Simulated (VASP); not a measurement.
LiMg32O32 (a cell with a defect): relaxation of the atoms with PBEsol

System: LiMg32O32 (a cell with a defect).

```
CELL_PARAMETERS angstrom
8.42881 0.00000 0.00000
0.00000 8.42881 0.00000
0.00000 0.00000 8.42881
ATOMIC_POSITIONS crystal
O 0.25105 0.99903 0.00058
O 0.25268 0.00168 0.50158
O 0.25154 0.49721 0.00160
O 0.25004 0.50052 0.50198
O 0.75169 0.99593 0.99806
O 0.75026 0.00287 0.49719
O 0.74707 0.50448 0.99992
O 0.75295 0.49938 0.50353
O 0.00207 0.25186 0.00038
O 0.00016 0.25058 0.50082
O 0.00098 0.74874 0.00150
O 0.00424 0.75388 0.49972
O 0.50057 0.25288 0.99784
O 0.50211 0.24820 0.49660
O 0.50437 0.75189 0.00338
O 0.49745 0.75323 0.49820
O 0.00384 0.99869 0.24948
O 0.99806 0.99805 0.75298
O 0.99633 0.49924 0.25081
O 0.00176 0.49726 0.75057
O 0.49989 0.99793 0.24637
O 0.50367 0.00203 0.74919
O 0.49743 0.49724 0.24712
O 0.49534 0.50063 0.74806
O 0.24858 0.24710 0.24967
O 0.25256 0.24890 0.75017
O 0.25294 0.75274 0.24839
O 0.24978 0.74733 0.74728
O 0.75157 0.25233 0.25233
O 0.74689 0.24871 0.75350
O 0.74851 0.75058 0.25283
O 0.75339 0.75221 0.74683
Mg 0.00172 0.00336 0.99867
Mg 0.00208 0.99849 0.49942
Mg 0.99626 0.49983 0.00184
Mg 0.99811 0.50141 0.50273
Mg 0.49956 0.99738 0.99954
Mg 0.49849 0.00274 0.50057
Mg 0.50052 0.50238 0.99741
Mg 0.49706 0.49995 0.49882
Mg 0.24706 0.24880 0.99915
Mg 0.25172 0.24924 0.49195
Mg 0.24976 0.75279 0.99786
Mg 0.24979 0.74745 0.49829
Mg 0.75069 0.24912 0.00233
Mg 0.74785 0.24958 0.49847
Mg 0.75364 0.75285 0.99437
Mg 0.75224 0.74898 0.50181
Mg 0.25351 0.99570 0.24889
Mg 0.24661 0.99939 0.75243
Mg 0.25059 0.49839 0.25066
Mg 0.24956 0.49912 0.74876
Mg 0.75002 0.00358 0.24841
Mg 0.75165 0.99996 0.75174
Mg 0.75234 0.49875 0.25007
Mg 0.74821 0.50190 0.75076
Mg 0.99761 0.25155 0.24862
Mg 0.00305 0.24892 0.74864
Mg 0.00284 0.74843 0.25187
Mg 0.00013 0.75056 0.74877
Mg 0.49668 0.24892 0.25041
Mg 0.50230 0.24719 0.74894
Mg 0.50467 0.74815 0.24885
Mg 0.49712 0.74800 0.74659
Li 0.37402 0.37354 0.37236
```

```
Program                : VASP 6.6.1
Task                   : relaxation of the atoms
Functional             : PBEsol
Potentials or basis    : VASP PAW PBE potentials, release 64 (O, Mg, Li_sv)
Cutoff                 : 650 eV
k mesh                 : 1 × 1 × 1, shifted
Occupations            : fermi-dirac, width 0.05 eV
Spin                   : no spin polarisation
Dipole correction      : no
Charge                 : 1
Further INCAR settings : LREAL = Auto; ALGO = Normal; EDIFF = 1e-07; ISYM = -1; IBRION = 2; EDIFFG = -0.03; NSW = 100; NELECT = 258.0
```

```
Energy gained by relaxing    : 51.5 meV/atom
Ionic steps                  : 10
Largest force after relaxing : 0.021 eV/Å
```

Forces in eV/Å, atoms in the order of the input:
```
O   -0.004  0.007  0.001
O   -0.003  0.008  0.004
O    0.008  0.003 -0.007
O    0.002  0.003  0.001
O   -0.009  0.000  0.007
O   -0.004 -0.006 -0.003
O    0.006 -0.003 -0.003
O    0.001 -0.004 -0.007
O    0.001 -0.003 -0.010
O    0.008  0.002 -0.006
O   -0.001 -0.007  0.004
O   -0.005  0.000 -0.010
O    0.001  0.001  0.003
O    0.007 -0.001  0.006
O   -0.005  0.000  0.009
O   -0.005 -0.002 -0.001
O   -0.006 -0.001 -0.008
O   -0.002  0.006 -0.007
O    0.014  0.000 -0.004
O    0.009  0.000 -0.003
O   -0.011  0.001  0.010
O   -0.003 -0.001  0.010
O    0.002 -0.001  0.001
O    0.005 -0.002  0.008
O   -0.003  0.006  0.002
O    0.010  0.007 -0.008
O   -0.003 -0.002  0.009
O   -0.003  0.007  0.007
O   -0.003 -0.004  0.001
O    0.011 -0.004 -0.006
O   -0.002 -0.007  0.002
O   -0.007 -0.008 -0.008
Mg  -0.007 -0.003 -0.009
Mg   0.000  0.003 -0.001
Mg   0.009 -0.004 -0.003
Mg   0.010  0.005 -0.005
Mg  -0.010  0.005  0.012
Mg  -0.003 -0.001  0.010
Mg   0.008 -0.002  0.002
Mg   0.007 -0.003  0.000
Mg  -0.001  0.000  0.001
Mg   0.009  0.013  0.002
Mg  -0.002  0.002  0.004
Mg  -0.006  0.007  0.009
Mg   0.000 -0.006  0.002
Mg   0.005 -0.010  0.001
Mg  -0.007 -0.005 -0.001
Mg  -0.011 -0.007 -0.007
Mg  -0.010  0.007  0.002
Mg  -0.004  0.003 -0.003
Mg   0.014 -0.001  0.004
Mg   0.005  0.015  0.002
Mg  -0.014 -0.001 -0.004
Mg  -0.005 -0.005 -0.004
Mg   0.000 -0.006 -0.013
Mg   0.002 -0.010 -0.003
Mg   0.004 -0.005 -0.011
Mg   0.009 -0.001 -0.014
Mg  -0.001 -0.004 -0.006
Mg  -0.002  0.001 -0.004
Mg  -0.004  0.015  0.014
Mg   0.012  0.004  0.005
Mg  -0.006  0.000  0.006
Mg  -0.008 -0.006  0.004
Li   0.000  0.006  0.011
```

Step by step:
| step | energy change (eV) | largest force (eV/Å) | pressure (GPa) |
| --- | --- | --- | --- |
| 1 | 0.0000 | 6.0932 | -0.44 |
| 2 | -2.7097 | 1.4298 | -0.13 |
| 3 | -2.9492 | 0.7448 | -0.49 |
| 4 | -3.2478 | 0.3037 | -0.62 |
| 5 | -3.3010 | 0.3488 | -0.63 |
| 6 | -3.3357 | 0.1073 | -0.60 |
| 7 | -3.3368 | 0.1099 | -0.58 |
| 8 | -3.3432 | 0.0382 | -0.59 |
| 9 | -3.3437 | 0.0455 | -0.59 |
| 10 | -3.3448 | 0.0210 | -0.59 |

Levels at points of the mesh, in eV from the Fermi level:
```csv
k point,band 125,band 126,band 127,band 128,band 129,band 130,band 131,band 132,band 133,band 134
"(0.25, 0.25, 0.25)",-1.65,-1.65,-1.64,-1.35,-1.34,4.32,5.85,5.90,5.90,6.40
```

Run time: 15 min on 4 MPI ranks on Intel(R) Xeon(R) Platinum 8375C CPU @ 2.90GHz (Ice Lake) (shared host), peak memory 0.35 GiB a rank.

Caveat: the cell carries a net charge on a neutralising background, which shifts energy and pressure; the cell is charged against a uniform background, so pressure and absolute levels hang on convention; the PAW data sets were made with another functional, which shifts forces and pressure a little.
